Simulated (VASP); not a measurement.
# In (I4/mmm) in VASP: notebook, part 3 of 3

VASP 6.6.1.

**4. Single point, LDA**

This run uses another cell than the first one, of 24.57 Å³/atom, 0.940 times its volume.

The input, INCAR:

```
PREC = Accurate
ENCUT = 520
EDIFF = 1E-6
ISMEAR = -1
SIGMA = 0.05
LREAL = F
LASPH = T
NELM = 60
ALGO = Normal
ISIF = 2
LWAVE = F
LCHARG = T
GGA = CA
LELF = T
LVHAR = T
NBANDS = 12
```

The input, KPOINTS:

```
Automatic mesh
0
Gamma
  11 11 11
```

The input, POSCAR:

```
In
1.0
   -1.5922878321      1.5922878321      2.4232021571
    1.5922878321     -1.5922878321      2.4232021571
    1.5922878321      1.5922878321     -2.4232021571
In
1
Direct
    0.0000000000      0.0000000000      0.0000000000
```

Potentials or basis: VASP PAW LDA potentials, release 64 (In_d).

Run with:

```
> cat potpaw_LDA.64/In_d/POTCAR > POTCAR
> mpirun -np 1 vasp_std > vasp.out
```

OUTCAR:

```text
PREC = Accurate
   ENCUT = 520
   EDIFF = 1E-6
   ISMEAR = -1
   LREAL = F
   LASPH = T
   NELM = 60
   ISIF = 2
   GGA = CA

 ion  position               nearest neighbor table
   1  0.000  0.000  0.000-

  LATTYP: Found a body centered tetragonal cell.
 ALAT       =     3.1845756642
 C/A-ratio  =     1.5218367611

  Lattice vectors:

 A1 = (  -1.5922878321,   1.5922878321,   2.4232021571)
 A2 = (   1.5922878321,  -1.5922878321,   2.4232021571)
 A3 = (   1.5922878321,   1.5922878321,  -2.4232021571)

Analysis of symmetry for initial positions (statically):
=====================================================================
 Subroutine PRICEL returns:
 Original cell was already a primitive cell.

 Routine SETGRP: Setting up the symmetry group for a
 body centered tetragonal supercell.

 Subroutine GETGRP returns: Found 16 space group operations
 (whereof 16 operations were pure point group operations)
 out of a pool of 16 trial point group operations.

The static configuration has the point symmetry D_4h.

Analysis of symmetry for dynamics (positions and initial velocities):
=====================================================================
 Subroutine PRICEL returns:
 Original cell was already a primitive cell.

 Routine SETGRP: Setting up the symmetry group for a
 body centered tetragonal supercell.

 Subroutine GETGRP returns: Found 16 space group operations
 (whereof 16 operations were pure point group operations)
 out of a pool of 16 trial point group operations.

The dynamic configuration has the point symmetry D_4h.

 Subroutine INISYM returns: Found 16 space group operations
 (whereof 16 operations are pure point group operations),
 and found     1 'primitive' translations

----------------------------------------------------------------------------------------

[... 109 lines left out ...]
     AMIX     =   0.40;   BMIX     =  1.00
     AMIX_MAG =   1.60;   BMIX_MAG =  1.00
  volume/ion in A,a.u.               =      24.57       165.84
  Fermi-wavevector in a.u.,A,eV,Ry     =   1.324011  2.502019 23.851093  1.753006
  Thomas-Fermi vector in A             =   2.453577
   LORBIT       =      0    0 simple, 1 ext, 2 COOP (PROOUT), +10 PAW based schemes
   GGA     = CA    functional components
   LHFCALC =     F    Hartree Fock is set to
   AEXX    =    0.0000 exact exchange contribution
   IVDW    =     0    specifies the selected vdW correction
   LEPSILON=     F    determine dielectric tensor
   LRPA    =     F    only Hartree local field effects (RPA)
 non-spin polarized calculation
  energy-cutoff  :      520.00
  volume of cell :       24.57
 maximum number of plane-waves:       677
 NGX is ok and might be reduce to    28
   NGX = 13   NGY = 13   NGZ = 13

 number of electron      12.9999996 magnetization

 Free energy of the ion-electron system (eV)
  ---------------------------------------------------
  ext. energy  EPLUGINS =         0.00000000
  ---------------------------------------------------
  free energy    TOTEN  =        -3.21673579 eV

  energy without entropy =       -3.21324589  energy(sigma->0) =       -3.21499084

 E-fermi :   7.9864     XC(G=0): -10.8281

 val. band max:        7.9175353343   @ k =  -0.4545   0.4545   0.2727
 cond. band min:       8.0113077869   @ k =  -0.4545  -0.4545   0.1818
 fundamental gap:      0.0937724526
 Fermi energy:         7.9864479593

 k-point     1 :       0.0000    0.0000    0.0000
  band No.  band energies     occupation
      1      -6.7571      2.00000
      2      -6.6306      2.00000
      3      -6.6306      2.00000
      4      -6.5309      2.00000
      5      -6.4083      2.00000
      6      -2.0569      2.00000
      7      18.9449      0.00000
      8      18.9449      0.00000
      9      19.1368      0.00000
     10      19.7630      0.00000
     11      22.5243      0.00000
     12      22.6228      0.00000
[... 331 lines left out ...]
 k-point    24 :      -0.1818    0.1818    0.0000
  band No.  band energies     occupation
      1      -6.7159      2.00000
      2      -6.6005      2.00000
      3      -6.5423      2.00000
      4      -6.5358      2.00000
      5      -6.4343      2.00000
      6      -0.9840      2.00000
      7      15.4216      0.00000
      8      15.6619      0.00000
      9      16.5198      0.00000
     10      17.6049      0.00000
     11      19.8554      0.00000
     12      24.9399      0.00000

 [... further k-points ...]
[... 5 lines left out ...]
  --------------------------------------------------------------------------------------
  -------------------------------------------------------------------------------------
  Total        0.0438339      0.0438339     -0.0393724      0.0000000     -0.0000000      0.0000000
  in kB        2.8577718      2.8577718     -2.5669025      0.0000000     -0.0000000      0.0000000
  external PRESSURE =       1.0495470 kB  Pullay stress =       0.0000000 kB

 VOLUME and BASIS-vectors are now :
 -----------------------------------------------------------------------------
  energy-cutoff  :      520.00
  volume of cell :       24.57
      direct lattice vectors                 reciprocal lattice vectors
    -1.592287832  1.592287832  2.423202157     0.000000000  0.314013578  0.206338542
     1.592287832 -1.592287832  2.423202157     0.314013578  0.000000000  0.206338542
     1.592287832  1.592287832 -2.423202157     0.314013578  0.314013578  0.000000000

 POSITION                                       TOTAL-FORCE (eV/Angst)
 -----------------------------------------------------------------------------------
      0.00000      0.00000      0.00000         0.000000      0.000000      0.000000
 -----------------------------------------------------------------------------------
    total drift:                               -0.000000     -0.000000     -0.000000

  FREE ENERGIE OF THE ION-ELECTRON SYSTEM (eV)
  ---------------------------------------------------
  free  energy   TOTEN  =        -3.2167357861 eV

  energy  without entropy=       -3.2132458947  energy(sigma->0) =       -3.21499084
```

OSZICAR:

```text
N       E                     dE             d eps       ncg     rms          rms(c)
DAV:   1     0.772222387231E+02    0.77222E+02   -0.62550E+03  3104   0.139E+03
DAV:   2     0.490456922906E+00   -0.76732E+02   -0.74803E+02  3164   0.296E+02
DAV:   3    -0.316956475204E+01   -0.36600E+01   -0.36488E+01  3600   0.645E+01
DAV:   4    -0.325268916143E+01   -0.83124E-01   -0.83099E-01  3860   0.950E+00
DAV:   5    -0.325630615673E+01   -0.36170E-02   -0.36169E-02  4164   0.179E+00    0.274E+00
DAV:   6    -0.322488194848E+01    0.31424E-01   -0.44975E-02  3832   0.444E+00    0.133E+00
DAV:   7    -0.321751462749E+01    0.73673E-02   -0.12666E-02  4520   0.211E+00    0.275E-01
DAV:   8    -0.321673856966E+01    0.77606E-03   -0.83499E-04  3716   0.545E-01    0.203E-02
DAV:   9    -0.321673565456E+01    0.29151E-05   -0.14098E-05  4460   0.524E-02    0.163E-02
DAV:  10    -0.321673578609E+01   -0.13152E-06   -0.54240E-07  2312   0.933E-03
   1 F= -.32167358E+01 E0= -.32149908E+01  d E =-.348989E-02
```

stdout:

```text
POSCAR found type information on POSCAR In
 POSCAR found :  1 types and       1 ions
 scaLAPACK will be used
 LDA part: xc-table for (Slater(with rela. corr.)+CA(PZ))
 , standard interpolation
 POSCAR, INCAR and KPOINTS ok, starting setup
 FFT: planning ... GRIDC
 FFT: planning ... GRID_SOFT
 FFT: planning ... GRID
 WAVECAR not read
 entering main loop
```

Wall time 35 s (1 thread of Intel Xeon Platinum 8259CL at 2.50GHz (Skylake/Cascade Lake), shared host); peak memory 0.16 GiB.

Results:

```
Free energy : -3.2167 eV
Pressure    : 0.1 GPa
```

Stress tensor (GPa, compression positive):
```
 0.29  0.00  0.00
 0.00  0.29  0.00
 0.00  0.00 -0.26
```

Caveat: spin-orbit coupling is left out, which moves the levels of the heavy elements.

**5. Single point, PBE**

This run uses another cell than the first one, of 24.57 Å³/atom, 0.940 times its volume.

The input, INCAR:

```
SYSTEM = In
ALGO     = Normal         ! electronic algorithm
EDIFF    = 1E-6           ! SCF threshold, eV
ENCUT    = 520            ! plane-wave cutoff, eV
GGA      = PE             ! functional
ISIF     = 2              ! what is computed and relaxed
ISMEAR   = -1             ! smearing method
LASPH    = .True.         ! aspherical terms in the spheres
LCHARG   = .False.        ! write CHGCAR
LREAL    = .False.        ! projectors in reciprocal space
LWAVE    = .False.        ! write WAVECAR
NBANDS   = 12             ! bands
NELM     = 60             ! most SCF steps
PREC     = Accurate       ! precision mode
SIGMA    = 0.05           ! smearing width, eV
```

The input, KPOINTS:

```
k-points
0
Gamma
  11 11 11
  0 0 0
```

POSCAR is that of step 4.

Potentials or basis: VASP PAW PBE potentials, release 64 (In_d).

Run with:

```
> cat potpaw_PBE.64/In_d/POTCAR > POTCAR
> mpirun -np 1 vasp_std > vasp.out
```

It took 37 s on 1 thread of Intel Xeon Platinum 8259CL at 2.50GHz (Skylake/Cascade Lake), shared host; peak memory 0.18 GiB.

It converged, with:

```
Free energy : -2.5158 eV
Pressure    : 5.3 GPa
```

Stress tensor (GPa, compression positive):
```
5.55 0.00 0.00
0.00 5.55 0.00
0.00 0.00 4.65
```

Levels at points of the mesh, in eV from the Fermi level:
```csv
k point,band 2,band 3,band 4,band 5,band 6,band 7,band 8,band 9,band 10,band 11
"(0.00, 0.00, 0.00)",-14.72,-14.72,-14.62,-14.50,-10.04,11.06,11.06,11.26,11.65,14.46
```

Caveat: spin-orbit coupling is left out, which moves the levels of the heavy elements.

**6. The runs side by side**

```tsv
level	potentials or basis	cell	gap on the mesh (eV)	pressure (GPa)
LDA	VASP PAW LDA potentials, release 64 (In_d)	a = 3.377 Å, angles 122.5, 122.5, 85.8°, 1 atom	none	-2.5
PBE	VASP PAW PBE potentials, release 64 (In_d)	a = 3.377 Å, angles 122.5, 122.5, 85.8°, 1 atom	none	2.0
LDA	VASP PAW LDA potentials, release 64 (In_d)	a = 3.308 Å, angles 122.5, 122.5, 85.8°, 1 atom	none	0.1
PBE	VASP PAW PBE potentials, release 64 (In_d)	a = 3.308 Å, angles 122.5, 122.5, 85.8°, 1 atom	none	5.3
```

Alike in all rows: task single point; no spin polarisation; k mesh 11 × 11 × 11; cutoff (eV) 520; smearing fermi-dirac 0.05 eV.

Caveats: spin-orbit coupling is left out, which moves the levels of the heavy elements.

Absolute energies hang on the potentials; compare differences alone.
